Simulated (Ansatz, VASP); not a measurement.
**One calculation of C, two programs**

Contents of INCAR:

```
PREC     = Accurate       # precision mode
ENCUT    = 600            # plane-wave cutoff, eV
EDIFF    = 1E-6           # SCF threshold, eV
ISMEAR   = -1             # smearing method
SIGMA    = 0.05           # smearing width, eV
LREAL    = F              # projectors in reciprocal space
LASPH    = T              # aspherical terms in the spheres
NELM     = 60             # most SCF steps
ALGO     = Normal         # electronic algorithm
ISIF     = 3              # what is computed and relaxed
LWAVE    = F              # write WAVECAR
LCHARG   = F              # write CHGCAR
GGA      = PE             # functional
IVDW     = 13             # dispersion correction
IBRION   = 2              # ionic algorithm
NSW      = 60             # ionic steps
EDIFFG   = -0.01          # ionic threshold
```

The input KPOINTS:

```
Automatic mesh
0
Gamma
  12 12 3
```

Contents of POSCAR:

```
C
1.0
    2.5221000000      0.0000000000      0.0000000000
   -1.2610500000      2.1842026709      0.0000000000
    0.0000000000      0.0000000000     12.3557000000
C
12
Direct
    0.6666666667      0.3333333333      0.3541700000
    0.3333333333      0.6666666667      0.8541700000
    0.6666666667      0.3333333333      0.1458300000
    0.3333333333      0.6666666667      0.6458300000
    0.6666666667      0.3333333333      0.4791700000
    0.3333333333      0.6666666667      0.9791700000
    0.6666666667      0.3333333333      0.0208300000
    0.3333333333      0.6666666667      0.5208300000
    0.0000000000      0.0000000000      0.8125000000
    0.0000000000      0.0000000000      0.3125000000
    0.0000000000      0.0000000000      0.6875000000
    0.0000000000      0.0000000000      0.1875000000
```

Contents of input.yaml:

```yaml
crystal:
  lattice:
    - [2.5221, 0.0, 0.0]
    - [-1.26105, 2.1842026709, 0.0]
    - [0.0, 0.0, 12.3557]
  atoms:
    - { symbol: C, position: [0.6666666667, 0.3333333333, 0.35417] }
    - { symbol: C, position: [0.3333333333, 0.6666666667, 0.85417] }
    - { symbol: C, position: [0.6666666667, 0.3333333333, 0.14583] }
    - { symbol: C, position: [0.3333333333, 0.6666666667, 0.64583] }
    - { symbol: C, position: [0.6666666667, 0.3333333333, 0.47917] }
    - { symbol: C, position: [0.3333333333, 0.6666666667, 0.97917] }
    - { symbol: C, position: [0.6666666667, 0.3333333333, 0.02083] }
    - { symbol: C, position: [0.3333333333, 0.6666666667, 0.52083] }
    - { symbol: C, position: [0.0, 0.0, 0.8125] }
    - { symbol: C, position: [0.0, 0.0, 0.3125] }
    - { symbol: C, position: [0.0, 0.0, 0.6875] }
    - { symbol: C, position: [0.0, 0.0, 0.1875] }
hamiltonian:
  xc: pbe
  pseudopotentials: { kind: paw }
  dispersion: d4
kpoints:
  mp_grid: { grid: [12, 12, 3] }
scf:
  occupations: { method: fermi_dirac, width: 0.05 }
output:
  forces: true
  stress: true
  write_density: true
  write_potential: true
  elf: true
  volumetric_format: npy
relax:
  f_tol: 0.01
  max_steps: 40
  cell: { stress_tol: 0.05 }
```

Alike in both runs: task relaxation of cell and atoms; functional PBE; dispersion D4; k mesh 12 × 12 × 3; occupations fermi-dirac, width 0.05 eV; no spin polarisation.

|  | VASP | Ansatz |
| --- | --- | --- |
| version | VASP 6.6.1 | Ansatz 0.2.0 |
| potentials or method | VASP PAW PBE potentials, release 64 (C) | Ansatz PAW |
| plane-wave cutoff (eV) | 600 | 420 |
| valence electrons in the cell | 48 | 48 |

|  | VASP | Ansatz | Ansatz less VASP |
| --- | --- | --- | --- |
| gap on the k mesh at the Fermi level, each at its own relaxed structure (eV) | 4.47 | 4.47 | +0.007 |
| relaxed volume (Å³/atom) | 5.63 | 5.63 | 0.000 |
| relaxed cell length with the largest relative difference (Å) | 12.379 | 12.379 | -0.0001 |

Noted on Ansatz's run: Pulay correction over one GPa; odd divisions of the mesh miss points on the zone boundary, where band edges often lie, so the gap on the mesh can be too wide; the plane-wave basis is chosen anew once the cell has moved, so the energies of steps on either side of that aren't comparable.
